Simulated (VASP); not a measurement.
Sn:

```xyz
1
Lattice="-1.9878 1.9878 1.6269 1.9878 -1.9878 1.6269 1.9878 1.9878 -1.6269" Properties=species:S:1:pos:R:3 pbc="T T T"
Sn    0.0000    0.0000    0.0000
```

This cell differs from its parent crystal: volume scaled by 0.94.

Base run:

```yaml
Program: VASP 6.6.1
Functional: PBEsol
Potentials_or_basis: VASP PAW PBE potentials, release 64 (Sn_d)
Cutoff: 520 eV
k_mesh: 10 × 10 × 10
Occupations: fermi-dirac, width 0.05 eV
Spin: no spin polarisation
```

Its results: band gap on the k mesh zero (band 7 reaches 15.75 eV, above the bottom of band 8 at 6.36 eV); pressure 1.3 GPa.

Problem. The run is repeated on the same cell with these changes: functional from PBEsol to LDA; potentials or basis from VASP PAW PBE potentials, release 64 (Sn_d) to VASP PAW LDA potentials, release 64 (Sn_d). What comes out?

Solution. Band gap on the k mesh zero (band 7 reaches 15.56 eV, above the bottom of band 8 at 6.29 eV); pressure -0.1 GPa.

Caveats: spin-orbit coupling is left out, which moves the levels of the heavy elements; the PAW data sets were made with another functional, which shifts forces and pressure a little (some runs).
